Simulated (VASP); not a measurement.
# Cd15SnS16 (a cell with a defect) (Greenockite) in VASP: single point with PBE

Aim: the single point of Cd15SnS16 (a cell with a defect) (Greenockite) with PBE.

Everything below comes from runs of VASP 6.6.1. Logs are shortened: lines on timing, memory, paths and dates and some standing lists are left out, and cuts for length are marked.

### Step 1. The cell of the first run

The cell holds a defect, 32 atoms: a = 8.300 Å, b = 8.300 Å, c = 13.474 Å, α = 90.00°, β = 90.00°, γ = 120.00°.

### Step 2. Single point, PBE

File INCAR:

```
SYSTEM = Cd15SnS16
PREC     = Accurate       ! precision mode
ENCUT    = 520            ! plane-wave cutoff, eV
EDIFF    = 1E-6           ! SCF threshold, eV
ISMEAR   = -1             ! smearing method
SIGMA    = 0.01           ! smearing width, eV
LREAL    = Auto         
LASPH    = .True.         ! aspherical terms in the spheres
NELM     = 100            ! most SCF steps
ALGO     = Normal         ! electronic algorithm
ISIF     = 2              ! what is computed and relaxed
LWAVE    = .False.        ! write WAVECAR
LCHARG   = .False.        ! write CHGCAR
GGA      = PE             ! functional
NBANDS   = 167            ! bands
```

File KPOINTS:

```
Automatic mesh
0
Gamma
  3 3 2
  0 0 0
```

File POSCAR:

```
Cd15SnS16
1.0
    8.3000000000      0.0000000000      0.0000000000
   -4.1500000000      7.1880108514      0.0000000000
    0.0000000000      0.0000000000     13.4740000000
Sn Cd S
1 15 16
Direct
    0.1666666667      0.3333333333      0.0132068908
    0.1666666667      0.3333333333      0.4894111393
    0.1706441475      0.8353220737     -0.0031300989
    0.1612931905      0.8306465952      0.5010260738
    0.6646779263      0.3293558525     -0.0031300989
    0.6693534048      0.3387068095      0.5010260738
    0.6646779263      0.8353220737     -0.0031300989
    0.6693534048      0.8306465952      0.5010260738
    0.3383618225      0.1616381775      0.2548411110
    0.3327424752      0.1672575248      0.7415006869
    0.3383618225      0.6767236451      0.2548411110
    0.3327424752      0.6654849505      0.7415006869
    0.8232763549      0.1616381775      0.2548411110
    0.8345150495      0.1672575248      0.7415006869
    0.8333333333      0.6666666667      0.2452211542
    0.8333333333      0.6666666667      0.7540930726
    0.1666666667      0.3333333333      0.2223327846
    0.1666666667      0.3333333333      0.6806436861
    0.1684566408      0.8342283204      0.1854652898
    0.1619514032      0.8309757016      0.6881314686
    0.6657716796      0.3315433592      0.1854652898
    0.6690242984      0.3380485968      0.6881314686
    0.6657716796      0.8342283204      0.1854652898
    0.6690242984      0.8309757016      0.6881314686
    0.3366581413      0.1633418587      0.4424155987
    0.3370266650      0.1629733350      0.9296940101
    0.3366581413      0.6733162825      0.4424155987
    0.3370266650      0.6740533301      0.9296940101
    0.8266837175      0.1633418587      0.4424155987
    0.8259466699      0.1629733350      0.9296940101
    0.8333333333      0.6666666667      0.4336171252
    0.8333333333      0.6666666667      0.9416417274
```

Potentials or basis: VASP PAW PBE potentials, release 64 (Sn_d, Cd, S).

On the command line:

```bash
> cat potpaw_PBE.64/Sn_d/POTCAR potpaw_PBE.64/Cd/POTCAR potpaw_PBE.64/S/POTCAR > POTCAR
> mpirun -np 1 vasp_std > vasp.out
```

OUTCAR:

```text
SYSTEM = Cd15SnS16
   PREC = Accurate
   ENCUT = 520
   EDIFF = 1E-6
   ISMEAR = -1
   LREAL = Auto
   LASPH = .True.
   NELM = 100
   ISIF = 2
   GGA = PE

 ion  position               nearest neighbor table
   1  0.167  0.333  0.013-  26 2.70  28 2.70  30 2.70  17 2.82
   2  0.167  0.333  0.489-  27 2.52  25 2.52  29 2.52  18 2.58
   3  0.171  0.835  0.997-  28 2.52  26 2.52  32 2.54  19 2.54
   4  0.161  0.831  0.501-  25 2.52  27 2.52  20 2.52  31 2.53
   5  0.665  0.329  0.997-  30 2.52  26 2.52  32 2.54  21 2.54
   6  0.669  0.339  0.501-  25 2.52  29 2.52  22 2.52  31 2.53
[... 24 lines left out ...]
  31  0.833  0.667  0.434-   8 2.53   6 2.53   4 2.53  15 2.54
  32  0.833  0.667  0.942-  16 2.53   7 2.54   5 2.54   3 2.54

  LATTYP: Found a hexagonal cell.
 ALAT       =     8.3000000000
 C/A-ratio  =     1.6233734940

  Lattice vectors:

 A1 = (   8.3000000000,   0.0000000000,   0.0000000000)
 A2 = (  -4.1500000000,   7.1880108514,   0.0000000000)
 A3 = (   0.0000000000,   0.0000000000,  13.4740000000)

Analysis of symmetry for initial positions (statically):
=====================================================================
 Subroutine PRICEL returns:
 Original cell was already a primitive cell.

 Routine SETGRP: Setting up the symmetry group for a
 hexagonal supercell.

 Subroutine GETGRP returns: Found  6 space group operations
 (whereof  2 operations were pure point group operations)
 out of a pool of 24 trial point group operations.

The static configuration has the point symmetry C_1h.
 The point group associated with its full space group is C_3v.

Analysis of symmetry for dynamics (positions and initial velocities):
=====================================================================
 Subroutine PRICEL returns:
 Original cell was already a primitive cell.

 Routine SETGRP: Setting up the symmetry group for a
 hexagonal supercell.

 Subroutine GETGRP returns: Found  6 space group operations
 (whereof  2 operations were pure point group operations)
 out of a pool of 24 trial point group operations.

The dynamic configuration has the point symmetry C_1h.
 The point group associated with its full space group is C_3v.

 Subroutine INISYM returns: Found  6 space group operations
 (whereof  2 operations are pure point group operations),
 and found     1 'primitive' translations
[... 132 lines left out ...]
   LSORBIT =      F    spin-orbit coupling
   LASPH  =      T    aspherical Exc in radial PAW
   ENCUT  =  520.0 eV  38.22 Ry    6.18 a.u.  15.43 15.43 25.05*2*pi/ulx,y,z
   NELM   =    100;   NELMIN=  2; NELMDL= -5     # of ELM steps
   EDIFF  = 0.1E-05   stopping-criterion for ELM
   LREAL  =      T    real-space projection
   EDIFFG = 0.1E-04   stopping-criterion for IOM
   NSW    =      0    number of steps for IOM
   IBRION =     -1    ionic relax: 0-MD 1-quasi-New 2-CG
   NFREE  =      0    steps in history (QN), initial steepest desc. (CG)
   ISIF   =      2    stress and relaxation
   ISYM   =      2    0-nonsym 1-usesym 2-fastsym
   POTIM  = 0.5000    time-step for ionic-motion
   TEBEG  =    0.0;   TEEND  =   0.0 temperature during run
   PSTRESS=    0.0 pullay stress
   NELECT =     290.0000    total number of electrons
   NUPDOWN=      -1.0000    fix difference up-down
   EMIN   =  10.00;   EMAX   =-10.00  energy-range for DOS
   EFERMI =   0.00;   METHOD = LEGACY
   ISMEAR =    -1;   SIGMA  =   0.01  broadening in eV -4-tet -1-fermi 0-gaus
   EFERMI_NEDOS =   21; number of points for ismear=-14 and -15
   IALGO  =     38    algorithm
   IMIX   =      4    mixing-type and parameters
     AMIX     =   0.40;   BMIX     =  1.00
     AMIX_MAG =   1.60;   BMIX_MAG =  1.00
  volume/ion in A,a.u.               =      25.12       169.52
  Fermi-wavevector in a.u.,A,eV,Ry     =   1.165413  2.202310 18.479250  1.358187
  Thomas-Fermi vector in A             =   2.301939
   LORBIT       =      0    0 simple, 1 ext, 2 COOP (PROOUT), +10 PAW based schemes
   GGA     = PE    functional components
[... 5 lines left out ...]
 non-spin polarized calculation
  energy-cutoff  :      520.00
  volume of cell :      803.87
 maximum number of plane-waves:     21722
 NGX is ok and might be reduce to    64
   NGX = 31   NGY = 31   NGZ = 51

 number of electron     289.9999998 magnetization

 Free energy of the ion-electron system (eV)
  ---------------------------------------------------
  ext. energy  EPLUGINS =         0.00000000
  ---------------------------------------------------
  free energy    TOTEN  =       -99.84458375 eV

  energy without entropy =      -99.84458375  energy(sigma->0) =      -99.84458375

 E-fermi :   2.7757     XC(G=0):  -9.1074

 val. band max:        2.5602603902   @ k =   0.3333   0.3333   0.0000
 cond. band min:       3.0193995553   @ k =   0.0000   0.0000   0.0000
 fundamental gap:      0.4591391651
 Fermi energy:         2.7756553386

 k-point     1 :       0.0000    0.0000    0.0000
  band No.  band energies     occupation
      1     -18.8308      2.00000
      2     -18.8308      2.00000
      3     -18.8086      2.00000
      4     -18.8057      2.00000
      5     -18.8057      2.00000
      6     -10.9031      2.00000
[... 949 lines left out ...]
    156       5.9365      0.00000
    157       5.9672      0.00000
 [bands above 157 left out]

------------------------ aborting loop because EDIFF is reached ----------------------------------------

  FORCE on cell =-STRESS in cart. coord.  units (eV):
  Direction    XX          YY          ZZ          XY          YZ          ZX
  --------------------------------------------------------------------------------------
  -------------------------------------------------------------------------------------
  Total       16.0120742     16.0120742     18.4878441     -0.0000000      0.0000000     -0.0000000
  in kB       31.9135279     31.9135279     36.8479637     -0.0000000      0.0000000     -0.0000000
  external PRESSURE =      33.5583398 kB  Pullay stress =       0.0000000 kB

 VOLUME and BASIS-vectors are now :
 -----------------------------------------------------------------------------
  energy-cutoff  :      520.00
  volume of cell :      803.87
      direct lattice vectors                 reciprocal lattice vectors
     8.300000000  0.000000000  0.000000000     0.120481928  0.069560273  0.000000000
    -4.150000000  7.188010851  0.000000000     0.000000000  0.139120547  0.000000000
     0.000000000  0.000000000 13.474000000     0.000000000  0.000000000  0.074217011

 POSITION                                       TOTAL-FORCE (eV/Angst)
 -----------------------------------------------------------------------------------
      0.00000      2.39600      0.17795         0.000000      0.000000      0.022794
      0.00000      2.39600      6.59433         0.000000      0.000000     -0.005930
     -2.05024      6.00430     13.43183        -0.001492     -0.000861     -0.000065
     -2.10845      5.97070      6.75083        -0.004307     -0.002487     -0.000762
      4.15000      2.36741     13.43183         0.000000      0.001722     -0.000065
      4.15000      2.43463      6.75083         0.000000      0.004974     -0.000762
[... 24 lines left out ...]
      4.15000      4.79201      5.84256         0.000000      0.000000     -0.007753
      4.15000      4.79201     12.68768         0.000000      0.000000      0.002059
 -----------------------------------------------------------------------------------
    total drift:                                0.000003     -0.000002      0.004641

  FREE ENERGIE OF THE ION-ELECTRON SYSTEM (eV)
  ---------------------------------------------------
  free  energy   TOTEN  =       -99.8445837517 eV

  energy  without entropy=      -99.8445837517  energy(sigma->0) =      -99.84458375
```

stdout:

```text
POSCAR found type information on POSCAR SnCdS
 POSCAR found :  3 types and      32 ions
 scaLAPACK will be used
 LDA part: xc-table for (Slater+PW92), standard interpolation
 POSCAR, INCAR and KPOINTS ok, starting setup
 FFT: planning ... GRIDC
 FFT: planning ... GRID_SOFT
 FFT: planning ... GRID
 WAVECAR not read
 entering main loop
```

It took 13 min on 1 thread of Intel Xeon 6975P-C (Granite Rapids), shared host; peak memory 1.1 GiB.

What came out:

```
Free energy            : -99.8446 eV
Pressure               : 3.4 GPa
Largest force          : 0.032 eV/Å
Band gap on the k mesh : 0.46 eV
```

Forces on the atoms (eV/Å):
```
Sn   0.000  0.000  0.023
Cd   0.000  0.000 -0.006
Cd  -0.001 -0.001  0.000
Cd  -0.004 -0.002 -0.001
Cd   0.000  0.002  0.000
Cd   0.000  0.005 -0.001
Cd   0.001 -0.001  0.000
Cd   0.004 -0.002 -0.001
Cd   0.007 -0.004 -0.003
Cd   0.000  0.000 -0.001
Cd   0.000  0.008 -0.003
Cd   0.000  0.001 -0.001
Cd  -0.007 -0.004 -0.003
Cd   0.000  0.000 -0.001
Cd   0.000  0.000 -0.001
Cd   0.000  0.000  0.001
S    0.000  0.000 -0.032
S    0.000  0.000  0.000
S   -0.001  0.000 -0.003
S   -0.001 -0.001  0.001
S    0.000  0.001 -0.003
S    0.000  0.002  0.001
S    0.001  0.000 -0.003
S    0.001 -0.001  0.001
S    0.002 -0.001  0.004
S   -0.022  0.013  0.010
S    0.000  0.002  0.004
S    0.000 -0.025  0.010
S   -0.002 -0.001  0.004
S    0.022  0.013  0.010
S    0.000  0.000 -0.008
S    0.000  0.000  0.002
```

Stress tensor (GPa, compression positive):
```
3.19 0.00 0.00
0.00 3.19 0.00
0.00 0.00 3.68
```

Caveat: spin-orbit coupling is left out, which moves the levels of the heavy elements.
